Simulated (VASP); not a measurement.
# Ru (P6_3/mmc) in VASP: further runs

Ru is run at these levels: b88 exchange, pbe correlation; tasks: single point, relaxation of cell and atoms.

All numbers are computed with VASP 6.6.1; they aren't measurements. Logs are shortened: lines on timing, memory, paths and dates and some standing lists are left out, and cuts for length are marked.

## Step 1: The cell of the first run

The structure is hexagonal, space group P6_3/mmc (No. 194). The conventional cell has a = 2.719 Å, b = 2.719 Å, c = 4.298 Å, α = 90.00°, β = 90.00°, γ = 120.00°. Ru (site symmetry -6m2) has 12 Ru at 2.66 to 2.72 Å within 3.5 Å.

## Step 2: Single point, b88 exchange, pbe correlation

The input, INCAR:

```
PREC = Accurate
ENCUT = 500
EDIFF = 1E-6
ISMEAR = -1
SIGMA = 0.05
LREAL = False
LASPH = True
NELM = 120
ALGO = Normal
ISIF = 2
LWAVE = False
LCHARG = False
GGA = LIBXC
LIBXC1 = GGA_X_B88
LIBXC2 = GGA_C_PBE
NBANDS = 21
GGA_COMPAT = False
```

The input, KPOINTS:

```
Automatic mesh
0
Gamma
  11 11 6
```

The input, POSCAR:

```
Ru
1.0
    2.7192066938      0.0000000000      0.0000000000
   -1.3596033469      2.3549020750      0.0000000000
    0.0000000000      0.0000000000      4.2982756304
Ru
2
Direct
    0.6666666667      0.3333333333      0.7500000000
    0.3333333333      0.6666666667      0.2500000000
```

Potentials or basis: VASP PAW PBE potentials, release 64 (Ru_pv).

Command:

```sh
cat potpaw_PBE.64/Ru_pv/POTCAR > POTCAR
mpirun -np 1 vasp_std > vasp.out
```

OUTCAR:

```text
PREC = Accurate
   ENCUT = 500
   EDIFF = 1E-6
   ISMEAR = -1
   LREAL = False
   LASPH = True
   NELM = 120
   ISIF = 2
   GGA = LIBXC

 ion  position               nearest neighbor table
   1  0.667  0.333  0.750-   2 2.66   2 2.66   2 2.66   2 2.66   2 2.66   2 2.66
   2  0.333  0.667  0.250-   1 2.66   1 2.66   1 2.66   1 2.66   1 2.66   1 2.66

  LATTYP: Found a hexagonal cell.
 ALAT       =     2.7192066938
 C/A-ratio  =     1.5807094180

  Lattice vectors:

 A1 = (   2.7192066938,   0.0000000000,   0.0000000000)
 A2 = (  -1.3596033469,   2.3549020750,   0.0000000000)
 A3 = (   0.0000000000,   0.0000000000,   4.2982756304)

Analysis of symmetry for initial positions (statically):
=====================================================================
 Subroutine PRICEL returns:
 Original cell was already a primitive cell.

 Routine SETGRP: Setting up the symmetry group for a
 hexagonal supercell.

 Subroutine GETGRP returns: Found 24 space group operations
 (whereof 12 operations were pure point group operations)
 out of a pool of 24 trial point group operations.

The static configuration has the point symmetry D_3d.
 The point group associated with its full space group is D_6h.

Analysis of symmetry for dynamics (positions and initial velocities):
=====================================================================
 Subroutine PRICEL returns:
 Original cell was already a primitive cell.

 Routine SETGRP: Setting up the symmetry group for a
 hexagonal supercell.

 Subroutine GETGRP returns: Found 24 space group operations
 (whereof 12 operations were pure point group operations)
 out of a pool of 24 trial point group operations.

The dynamic configuration has the point symmetry D_3d.
 The point group associated with its full space group is D_6h.

 Subroutine INISYM returns: Found 24 space group operations
 (whereof 12 operations are pure point group operations),
 and found     1 'primitive' translations

----------------------------------------------------------------------------------------

                                     Primitive cell

  volume of cell :      27.5239

  direct lattice vectors                    reciprocal lattice vectors
     2.719206694  0.000000000  0.000000000     0.367754317  0.212323054  0.000000000
    -1.359603347  2.354902075  0.000000000     0.000000000  0.424646108  0.000000000
     0.000000000  0.000000000  4.298275630     0.000000000  0.000000000  0.232651437

  length of vectors
     2.719206694  2.719206694  4.298275630     0.424646108  0.424646108  0.232651437

  position of ions in fractional coordinates (direct lattice)
     0.666666667  0.333333333  0.750000000
     0.333333333  0.666666667  0.250000000

  ion indices of the primitive-cell ions
   primitive index   ion index
                 1           1
                 2           2

----------------------------------------------------------------------------------------

 KPOINTS: Automatic mesh

Automatic generation of k-mesh.
 Grid dimensions read from file:
 generate k-points for:   11   11    6

 Generating k-lattice:

  Cartesian coordinates                     Fractional coordinates (reciprocal lattice)
     0.033432211  0.019302096  0.000000000     0.090909091  0.000000000  0.000000000
     0.000000000  0.038604192  0.000000000     0.000000000  0.090909091  0.000000000
     0.000000000  0.000000000  0.038775239     0.000000000  0.000000000  0.166666667

  Length of vectors
     0.038604192  0.038604192  0.038775239

  Shift w.r.t. Gamma in fractional coordinates (k-lattice)
     0.000000000  0.000000000  0.000000000

 Subroutine IBZKPT returns following result:
 ===========================================

 Found     64 irreducible k-points:

 Following reciprocal coordinates:
            Coordinates               Weight
  0.000000  0.000000  0.000000      1.000000
  0.090909  0.000000  0.000000      6.000000
  0.181818  0.000000  0.000000      6.000000
  0.272727 -0.000000  0.000000      6.000000
  0.363636  0.000000  0.000000      6.000000
  0.454545 -0.000000  0.000000      6.000000
[... 16 lines left out ...]
  0.090909  0.090909  0.166667     12.000000
  0.181818  0.090909  0.166667     24.000000
 [... further k-points ...]
   k-points           NKPTS =     64   k-points in BZ     NKDIM =     64   number of bands    NBANDS=     21
   number of dos      NEDOS =    301   number of ions     NIONS =      2
   total plane-waves  NPLWV =  12800
   dimension x,y,z NGX =    20 NGY =   20 NGZ =   32
   dimension x,y,z NGXF=    40 NGYF=   40 NGZF=   64
   ions per type =               2
   NGX,Y,Z   is equivalent  to a cutoff of  12.23, 12.23, 12.38 a.u.
   NGXF,Y,Z  is equivalent  to a cutoff of  24.46, 24.46, 24.75 a.u.
 SYSTEM =  unknown system
   PREC   = accura    normal or accurate (medium, high low for compatibility)
   ISTART =      0    job   : 0-new  1-cont  2-samecut
   ICHARG =      2    charge: 1-file 2-atom 10-const
   ISPIN  =      1    spin polarized calculation?
   LNONCOLLINEAR =      F non collinear calculations
   LSORBIT =      F    spin-orbit coupling
   LASPH  =      T    aspherical Exc in radial PAW
   ENCUT  =  500.0 eV  36.75 Ry    6.06 a.u.   4.96  4.96  7.84*2*pi/ulx,y,z
   NELM   =    120;   NELMIN=  2; NELMDL= -5     # of ELM steps
   EDIFF  = 0.1E-05   stopping-criterion for ELM
   LREAL  =      F    real-space projection
   EDIFFG = 0.1E-04   stopping-criterion for IOM
   NSW    =      0    number of steps for IOM
   IBRION =     -1    ionic relax: 0-MD 1-quasi-New 2-CG
   NFREE  =      0    steps in history (QN), initial steepest desc. (CG)
   ISIF   =      2    stress and relaxation
   ISYM   =      2    0-nonsym 1-usesym 2-fastsym
   POTIM  = 0.5000    time-step for ionic-motion
   TEBEG  =    0.0;   TEEND  =   0.0 temperature during run
   PSTRESS=    0.0 pullay stress
   NELECT =      28.0000    total number of electrons
   NUPDOWN=      -1.0000    fix difference up-down
   EMIN   =  10.00;   EMAX   =-10.00  energy-range for DOS
   EFERMI =   0.00;   METHOD = LEGACY
   ISMEAR =    -1;   SIGMA  =   0.05  broadening in eV -4-tet -1-fermi 0-gaus
   EFERMI_NEDOS =   21; number of points for ismear=-14 and -15
   IALGO  =     38    algorithm
   IMIX   =      4    mixing-type and parameters
     AMIX     =   0.40;   BMIX     =  1.00
     AMIX_MAG =   1.60;   BMIX_MAG =  1.00
  volume/ion in A,a.u.               =      13.76        92.87
  Fermi-wavevector in a.u.,A,eV,Ry     =   1.646485  3.111405 36.884200  2.710912
  Thomas-Fermi vector in A             =   2.736105
   LORBIT       =      0    0 simple, 1 ext, 2 COOP (PROOUT), +10 PAW based schemes
   GGA     = LIBXC    functional components
   LHFCALC =     F    Hartree Fock is set to
   AEXX    =    0.0000 exact exchange contribution
   IVDW    =     0    specifies the selected vdW correction
   LEPSILON=     F    determine dielectric tensor
   LRPA    =     F    only Hartree local field effects (RPA)
 non-spin polarized calculation
  energy-cutoff  :      500.00
  volume of cell :       27.52
 maximum number of plane-waves:       710
 NGX is ok and might be reduce to    20
   NGX =  9   NGY =  9   NGZ = 15

 number of electron      28.0000013 magnetization

 Free energy of the ion-electron system (eV)
  ---------------------------------------------------
  ext. energy  EPLUGINS =         0.00000000
  ---------------------------------------------------
  free energy    TOTEN  =       -18.25539723 eV

  energy without entropy =      -18.23829481  energy(sigma->0) =      -18.24684602

 E-fermi :  12.4791     XC(G=0): -14.0530

 val. band max:       12.4546803095   @ k =   0.2727  -0.0000   0.0000
 cond. band min:      12.4982732369   @ k =   0.2727   0.1818   0.1667
 fundamental gap:      0.0435929274
 Fermi energy:        12.4790881540

 k-point     1 :       0.0000    0.0000    0.0000
  band No.  band energies     occupation
      1     -31.0563      2.00000
      2     -30.1652      2.00000
      3     -30.1652      2.00000
      4     -30.0011      2.00000
      5     -30.0011      2.00000
      6     -29.9611      2.00000
[... 13 lines left out ...]
     20      22.9244      0.00000
     21      22.9524      0.00000

 k-point     2 :       0.0909    0.0000    0.0000
  band No.  band energies     occupation
      1     -31.0295      2.00000
      2     -30.2215      2.00000
      3     -30.1842      2.00000
      4     -30.0598      2.00000
      5     -30.0089      2.00000
      6     -29.9737      2.00000
[... 13 lines left out ...]
     20      22.9243      0.00000
     21      22.9479      0.00000

 k-point     3 :       0.1818    0.0000    0.0000
  band No.  band energies     occupation
      1     -30.9535      2.00000
      2     -30.3726      2.00000
      3     -30.2334      2.00000
      4     -30.2137      2.00000
      5     -30.0313      2.00000
      6     -30.0116      2.00000
[... 13 lines left out ...]
     20      22.9242      0.00000
     21      22.9395      0.00000

 k-point     4 :       0.2727   -0.0000    0.0000
  band No.  band energies     occupation
      1     -30.8409      2.00000
      2     -30.5706      2.00000
      3     -30.4078      2.00000
      4     -30.2951      2.00000
      5     -30.0740      2.00000
      6     -30.0629      2.00000
[... 13 lines left out ...]
     20      22.9241      0.00000
     21      22.9327      0.00000

 k-point     5 :       0.3636    0.0000    0.0000
  band No.  band energies     occupation
      1     -30.7523      2.00000
      2     -30.7137      2.00000
      3     -30.5793      2.00000
      4     -30.3497      2.00000
      5     -30.1548      2.00000
      6     -30.0934      2.00000
[... 13 lines left out ...]
     20      22.9094      0.00000
     21      22.9242      0.00000
[... 382 lines left out ...]
     20      22.9239      0.00000
     21      23.4959      0.00000

 k-point    22 :       0.4545   -0.0000    0.1667
  band No.  band energies     occupation
      1     -30.9157      2.00000
      2     -30.7409      2.00000
      3     -30.5158      2.00000
      4     -30.3637      2.00000
      5     -30.2036      2.00000
      6     -30.1304      2.00000
[... 13 lines left out ...]
     20      22.9224      0.00000
     21      23.0113      0.00000

 k-point    23 :       0.0909    0.0909    0.1667
  band No.  band energies     occupation
      1     -30.9241      2.00000
      2     -30.2937      2.00000
      3     -30.2507      2.00000
      4     -30.1778      2.00000
      5     -30.0457      2.00000
      6     -30.0238      2.00000
[... 13 lines left out ...]
     20      22.9242      0.00000
     21      24.0166      0.00000

 k-point    24 :       0.1818    0.0909    0.1667
  band No.  band energies     occupation
      1     -30.8576      2.00000
      2     -30.4450      2.00000
      3     -30.3989      2.00000
      4     -30.2524      2.00000
      5     -30.0889      2.00000
      6     -30.0571      2.00000
[... 13 lines left out ...]
     20      22.9241      0.00000
     21      24.1544      0.00000

 [... further k-points ...]

------------------------ aborting loop because EDIFF is reached ----------------------------------------

  FORCE on cell =-STRESS in cart. coord.  units (eV):
  Direction    XX          YY          ZZ          XY          YZ          ZX
  --------------------------------------------------------------------------------------
  -------------------------------------------------------------------------------------
  Total       -0.0208163     -0.0208163     -0.0167481      0.0000000      0.0000000     -0.0000000
  in kB       -1.2117278     -1.2117278     -0.9749180      0.0000000      0.0000000     -0.0000000
  external PRESSURE =      -1.1327912 kB  Pullay stress =       0.0000000 kB

 VOLUME and BASIS-vectors are now :
 -----------------------------------------------------------------------------
  energy-cutoff  :      500.00
  volume of cell :       27.52
      direct lattice vectors                 reciprocal lattice vectors
     2.719206694  0.000000000  0.000000000     0.367754317  0.212323054  0.000000000
    -1.359603347  2.354902075  0.000000000     0.000000000  0.424646108  0.000000000
     0.000000000  0.000000000  4.298275630     0.000000000  0.000000000  0.232651437

 POSITION                                       TOTAL-FORCE (eV/Angst)
 -----------------------------------------------------------------------------------
      1.35960      0.78497      3.22371        -0.000000     -0.000000      0.000000
     -0.00000      1.56993      1.07457         0.000000      0.000000      0.000000
 -----------------------------------------------------------------------------------
    total drift:                               -0.000000      0.000000     -0.000000

  FREE ENERGIE OF THE ION-ELECTRON SYSTEM (eV)
  ---------------------------------------------------
  free  energy   TOTEN  =       -18.2553972279 eV

  energy  without entropy=      -18.2382948099  energy(sigma->0) =      -18.24684602
```

It took 23 s on 1 thread of Intel Xeon Platinum 8375C at 2.90GHz (Ice Lake), shared host; peak memory 0.15 GiB.

Results:

| Quantity | Value |
| --- | --- |
| Free energy | -18.2554 eV |
| Pressure | -0.1 GPa |
| Band gap on the k mesh | zero (bands 14 and 15 overlap by 3.00 eV) |

Caveat: the PAW data sets were made with another functional, which shifts forces and pressure a little.

## Step 3: Relaxation of cell and atoms, b88 exchange, pbe correlation

This run uses another cell than the first one, of 13.57 Å³/atom.

The input, INCAR:

```
SYSTEM = Ru
  PREC = Accurate
  ENCUT = 500
  EDIFF = 1E-7
  ISMEAR = -1
  SIGMA = 0.05
  LREAL = .False.
  LASPH = .True.
  NELM = 120
  ALGO = Normal
  ISIF = 3
  LWAVE = .False.
  LCHARG = .False.
  GGA = LIBXC
  LIBXC1 = GGA_X_B88
  LIBXC2 = GGA_C_PBE
  IBRION = 2
  NSW = 60
  EDIFFG = -0.01
  GGA_COMPAT = .False.
  NELMIN = 4
```

The input, KPOINTS:

```
regular mesh
0
Gamma
  11 11 6
  0 0 0
```

The input, POSCAR:

```
Ru
1.0
    2.7058000000      0.0000000000      0.0000000000
   -1.3529000000      2.3432915376      0.0000000000
    0.0000000000      0.0000000000      4.2819000000
Ru
2
Direct
    0.6666666667      0.3333333333      0.7500000000
    0.3333333333      0.6666666667      0.2500000000
```

Potentials or basis: VASP PAW PBE potentials, release 64 (Ru_pv).

Command:

```sh
cat potpaw_PBE.64/Ru_pv/POTCAR > POTCAR
mpirun -np 1 vasp_std > vasp.out
```

Wall time 80 s (1 thread of Intel Xeon Platinum 8375C at 2.90GHz (Ice Lake), shared host); peak memory 0.16 GiB.

Results (log left out):

| Property | Result |
| --- | --- |
| Free energy | -18.2552 eV |
| Relaxed volume | 13.76 Å³/atom |
| Relaxed cell | a = 2.719 Å, b = 2.719 Å, c = 4.298 Å, α = 90.00°, β = 90.00°, γ = 120.00° |
| Space group after relaxing (to 0.1 Å) | P6_3/mmc (No. 194) |
| Energy gained by relaxing | 2.4 meV/atom |
| Ionic steps | 6 |
| Pressure after relaxing | 0.0 GPa |
| Band gap on the k mesh | zero (bands 14 and 15 overlap by 3.00 eV) |

The path:
| step | energy change (eV) | largest force (eV/Å) | pressure (GPa) | volume (Å³) |
| --- | --- | --- | --- | --- |
| 1 | 0.0000 | 0.0000 | 4.32 | 27.15 |
| 2 | 0.0348 | 0.0000 | -11.15 | 28.61 |
| 3 | -0.0048 | 0.0000 | -0.07 | 27.52 |
| 4 | -0.0048 | 0.0000 | 0.02 | 27.51 |
| 5 | -0.0049 | 0.0000 | 0.02 | 27.51 |
| 6 | -0.0049 | 0.0000 | 0.02 | 27.51 |

Final structure:
```
Ru
1.0
     2.71877    0.00000    0.00000
    -1.35938    2.35452    0.00000
     0.00000    0.00000    4.29794
Ru
2
Direct
  0.66667 0.33333 0.75000
  0.33333 0.66667 0.25000
```

Levels at points of the mesh, in eV from the Fermi level:
```tsv
k point	band 11	band 12	band 13	band 14	band 15	band 16	band 17	band 18
(0.00, 0.00, 0.00)	-2.30	-1.81	-1.81	-1.31	-1.31	1.22	1.22	1.40
(0.00, 0.00, 0.50)	-2.64	-2.64	-2.59	-2.59	0.59	0.59	0.59	0.59
```

Caveat: the PAW data sets were made with another functional, which shifts forces and pressure a little. Zero-point motion and thermal expansion aren't in these numbers.
